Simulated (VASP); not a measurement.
Write the native input for VASP 6.6.1 that does the following.

- Task: single point
- Functional: PBE
- Potentials or basis: VASP PAW PBE potentials, release 64 (Tc_pv, H)
- Cutoff: 520 eV
- k mesh: 3 × 2 × 3
- Occupations: fermi-dirac, width 0.05 eV
- Spin: no spin polarisation
- Dipole correction: no
- Further INCAR settings: ALGO = Normal; EDIFF = 1e-07; NBANDS = 90

The structure of Tc12H (a cell with a defect) lies in POSCAR:

```
Tc12H
1.0
    5.4800000000      0.0000000000      0.0000000000
   -4.1100000000      7.1187290000      0.0000000000
    0.0000000000      0.0000000000      4.3949600000
Tc H
12 1
Direct
   -0.0099171449      0.0114486729     -0.0266669094
    0.1924870927      0.2474037149      0.5190035859
    0.0168618047      0.3145505328     -0.0142890948
    0.1586794805      0.5508427136      0.5185257659
   -0.0036920300      0.6736174393     -0.0233676757
    0.1708036542      0.8967893004      0.4823707155
    0.5009655717     -0.0066444445      0.0152902415
    0.6521051443      0.2130015063      0.4818701422
    0.4929454321      0.3246085081     -0.0016609935
    0.6812346991      0.5580209613      0.5200502394
    0.5114161598      0.6598930792      0.0544259788
    0.6726601437      0.8843011161      0.5109944118
    0.8780583082      0.4521312723      0.2663733003
```

The input as run:

INCAR

```
SYSTEM = Tc12H
PREC = Accurate
ENCUT = 520
EDIFF = 1E-7
ISMEAR = -1
SIGMA = 0.05
LREAL = .FALSE.
LASPH = .TRUE.
NELM = 100
ALGO = Normal
ISIF = 2
LWAVE = .FALSE.
LCHARG = .FALSE.
GGA = PE
NBANDS = 90
```

KPOINTS

```
Automatic mesh
0
G
  3 2 3
  0 0 0
```

Potentials or basis: VASP PAW PBE potentials, release 64 (Tc_pv, H).

Command:

```console
$ cat potpaw_PBE.64/Tc_pv/POTCAR potpaw_PBE.64/H/POTCAR > POTCAR
$ mpirun -np 1 vasp_std > vasp.out
```

Results of the run:

The pressure is 11.8 GPa, the largest force is 3.492 eV/Å and the band gap on the k mesh is zero (an odd number of electrons rules out a gap without spin polarisation).

Caveat: the k points lie up to 0.48 Å⁻¹ apart, too coarse for converged energies and pressures of a metal; the atoms stand as in a frame of molecular dynamics.

Wall time 4.6 min on 1 thread of Intel(R) Xeon(R) Platinum 8559C (Emerald Rapids), with other jobs on the host, peak memory 0.34 GiB.
